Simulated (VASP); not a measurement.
Input of a VASP 6.6.1 run:

INCAR

```
ALGO     = Normal         # electronic algorithm
EDIFF    = 1E-6           # SCF threshold, eV
ENCUT    = 520            # plane-wave cutoff, eV
GGA      = PE             # functional
ISIF     = 2              # what is computed and relaxed
ISMEAR   = 0              # smearing method
LASPH    = T              # aspherical terms in the spheres
LCHARG   = F              # write CHGCAR
LREAL    = F              # projectors in reciprocal space
LWAVE    = F              # write WAVECAR
NBANDS   = 50             # bands
NELM     = 60             # most SCF steps
PREC     = Accurate       # precision mode
SIGMA    = 0.1            # smearing width, eV
```

File KPOINTS:

```
k-points
0
Gamma
  4 4 1
```

Contents of POSCAR:

```
Te3Pb4Se
1.0
    4.5934501000      0.0000000000      0.0000000000
    0.0000000000      4.5934501000      0.0000000000
    0.0000000000      0.0000000000     12.9610083000
Te Pb Se
3 4 1
Direct
    0.0000000000      0.0000000000      0.0000000000
    0.5000000000      0.5000000000      0.2509240000
    0.5000000000      0.5000000000      0.7490760000
    0.0000000000      0.0000000000      0.7415820000
    0.5000000000      0.5000000000      0.0000000000
    0.0000000000      0.0000000000      0.2584180000
    0.5000000000      0.5000000000      0.5000000000
    0.0000000000      0.0000000000      0.5000000000
```

Potentials or basis: VASP PAW PBE potentials, release 64 (Te, Pb_d, Se).

Command:

```bash
$ cat potpaw_PBE.64/Te/POTCAR potpaw_PBE.64/Pb_d/POTCAR potpaw_PBE.64/Se/POTCAR > POTCAR
$ mpirun -np 1 vasp_std > vasp.out
```

Question: What does it give for the band gap on the k mesh?

Answer: 0.44 eV.

Question: Estimate the largest force.

Answer: 0.057 eV/Å.

Stress tensor (GPa, compression positive):
```
-1.07  0.00  0.00
 0.00 -1.07  0.00
 0.00  0.00  3.84
```

Caveat: the k points lie up to 0.48 Å⁻¹ apart; spin-orbit coupling is left out, which moves the levels of the heavy elements; an odd mesh through Γ misses points on the zone boundary, where band edges can lie.
